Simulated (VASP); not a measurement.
**Os: single point with PBE**

Os:

```
CELL_PARAMETERS angstrom
0.00000 2.00296 2.00296
2.00296 0.00000 2.00296
2.00296 2.00296 0.00000
ATOMIC_POSITIONS crystal
Os 0.00000 0.00000 0.00000
```

This cell differs from its parent crystal: volume scaled by 1.12.

| Property | Result |
| --- | --- |
| Program | VASP 6.6.1 |
| Task | single point |
| Functional | PBE |
| Potentials or basis | VASP PAW PBE potentials, release 64 (Os) |
| Cutoff | 520 eV |
| k mesh | 16 × 16 × 16 |
| Occupations | fermi-dirac, width 0.1 eV |
| Spin | no spin polarisation |
| Dipole correction | no |
| Further INCAR settings | ALGO = Normal; EDIFF = 1e-06; NBANDS = 10 |

The pressure is -34.1 GPa. The band gap on the k mesh is zero (band 4 reaches 9.50 eV, above the bottom of band 5 at 6.05 eV).

Levels at points of the mesh, in eV from the Fermi level:
| k point | band 1 | band 2 | band 3 | band 4 | band 5 | band 6 | band 7 | band 8 |
| --- | --- | --- | --- | --- | --- | --- | --- | --- |
| (0.00, 0.00, 0.00) | -9.64 | -2.48 | -2.48 | -2.48 | -0.02 | -0.02 | 14.25 | 19.27 |
| (0.50, 0.00, 0.00) | -6.54 | -2.59 | -2.59 | -0.15 | 1.91 | 1.91 | 7.32 | 13.77 |
| (0.50, 0.50, 0.00) | -6.29 | -5.67 | 1.87 | 2.09 | 2.45 | 2.45 | 10.12 | 11.38 |

It took 14 s on 1 thread of Intel(R) Xeon(R) Platinum 8488C (Sapphire Rapids) (shared host), peak memory 0.16 GiB.

Caveat: spin-orbit coupling is left out, which moves the levels of the heavy elements.
